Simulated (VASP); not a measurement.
Input of a VASP 6.6.1 run:

Contents of INCAR:

```
ALGO     = Normal         # electronic algorithm
EDIFF    = 1E-7           # SCF threshold, eV
ENCUT    = 520            # plane-wave cutoff, eV
GGA      = PE             # functional
ISIF     = 2              # what is computed and relaxed
ISMEAR   = 0              # smearing method
LASPH    = True           # aspherical terms in the spheres
LCHARG   = True           # write CHGCAR
LELF     = True           # ELF
LREAL    = False          # projectors in reciprocal space
LVHAR    = True         
LWAVE    = False          # write WAVECAR
NBANDS   = 40             # bands
NELM     = 80             # most SCF steps
PREC     = Accurate       # precision mode
SIGMA    = 0.1            # smearing width, eV
```

Contents of KPOINTS:

```
k-points
0
Gamma
  3 3 2
```

POSCAR

```
Bi3Te2S
1.0
    5.9117975200      0.0000000000      0.0000000000
   -2.9558987600      5.1197668300      0.0000000000
    0.0000000000      0.0000000000      7.5206153600
Bi Te S
3 2 1
Direct
    0.6838180900      0.0000000000      0.5292175800
    0.0000000000      0.6838180900      0.5292175800
    0.3161819100      0.3161819100      0.5292175800
    0.3333333300      0.6666666700      0.9853102300
    0.6666666700      0.3333333300      0.9853102300
    0.0000000000      0.0000000000      0.0983099700
```

Potentials or basis: VASP PAW PBE potentials, release 64 (Bi_d, Te, S).

Command:

```console
$ cat potpaw_PBE.64/Bi_d/POTCAR potpaw_PBE.64/Te/POTCAR potpaw_PBE.64/S/POTCAR > POTCAR
$ mpirun -np 1 vasp_std > vasp.out
```

Problem. What does it give for the band gap on the k mesh?

Solution. Zero (an odd number of electrons rules out a gap without spin polarisation).

Problem. What does it give for the largest force?

Solution. 0.611 eV/Å.

Problem. Estimate the pressure.

Solution. -5.5 GPa.

Forces on the atoms (eV/Å):
```
Bi   0.102  0.000 -0.070
Bi  -0.051  0.088 -0.070
Bi  -0.051 -0.088 -0.070
Te   0.000  0.000 -0.200
Te   0.000  0.000 -0.200
S    0.000  0.000  0.611
```

Caveat: the k points lie up to 0.42 Å⁻¹ apart, too coarse for converged energies and pressures of a metal; spin-orbit coupling is left out, which moves the levels of the heavy elements; this functional lacks dispersion, which binds layers or chains, so the pressure and a relaxed spacing across them are unreliable.
